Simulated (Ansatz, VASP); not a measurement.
## One calculation of MoS2, two programs

```
Mo S
1.0
     3.14000    0.00000    0.00000
    -1.57000    2.71932    0.00000
     0.00000    0.00000   12.53000
Mo S
2 4
Direct
  0.33333 0.66667 0.25000
  0.66667 0.33333 0.75000
  0.33333 0.66667 0.62446
  0.66667 0.33333 0.12446
  0.33333 0.66667 0.87554
  0.66667 0.33333 0.37554
```

Alike in both runs: functional PBE; k mesh 16 × 16 × 4; occupations fermi-dirac, width 0.02 eV; collinear spin.

Ansatz relaxed the structure, and its values are those at the end. VASP's run is a single point on that final structure, the one shown.

```csv
,VASP,Ansatz
version,VASP 6.6.1,Ansatz 0.2.0
potentials or method,"VASP PAW PBE potentials, release 64 (Mo_sv, S)","plane-wave PAW, scalar-relativistic"
plane-wave cutoff (eV),500,420
valence electrons in the cell,52,52
```

```csv
,VASP,Ansatz,Ansatz less VASP
gap on the k mesh at the Fermi level (eV),1.01,0.99,-0.015
pressure (GPa),3.6,3.7,+0.13
rms of the force components (eV/Å),0.006,0.000,-0.0061
net moment per atom (μB),0.00,0.00,0.000
```

The functional is the same, so the differences come from potentials, cutoffs and numerics. Ansatz's warnings: seeded moment not kept, stress scf threshold loose.
